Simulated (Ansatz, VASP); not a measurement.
## Ru in VASP and in Ansatz

```
Ru
1.0
     2.70580    0.00000    0.00000
    -1.35290    2.34329    0.00000
     0.00000    0.00000    4.28190
Ru
2
Cartesian
  -0.3000 1.7122 1.0705
  1.3529 0.7811 3.2114
```

Alike in both runs: task single point; functional PBEsol; k mesh 24 × 24 × 12; occupations gaussian, width 0.15 eV; no spin polarisation.

|  | VASP | Ansatz |
| --- | --- | --- |
| version | VASP 6.6.1 | Ansatz 0.2.0 |
| potentials or method | VASP PAW PBE potentials, release 64 (Ru_pv), cutoff 520 eV | scalar-relativistic, plane waves, PAW |
| valence electrons in the cell | 28 | 32 |

|  | VASP | Ansatz | Ansatz less VASP |
| --- | --- | --- | --- |
| gap on the k mesh at the Fermi level (eV) | none | none | - |
| pressure (GPa) | -1.5 | -1.5 | +0.05 |
| traceless stress, the component that is largest in VASP (GPa) | 6.51 | 6.48 | -0.034 |
| rms of the force components (eV/Å) | 1.360 | 1.362 | +0.0021 |

VASP's potentials were made for PBE, not for PBEsol. Atom by atom the forces differ by 0.002 eV/Å (rms over components). A gap of «none» marks a metal or a gap that the smearing closes. The functional is the same, so the differences come from potentials, cutoffs and numerics. VASP's potentials hold 28 valence electrons a cell and Ansatz's 32, so a difference there can come from the potentials and not from the codes.
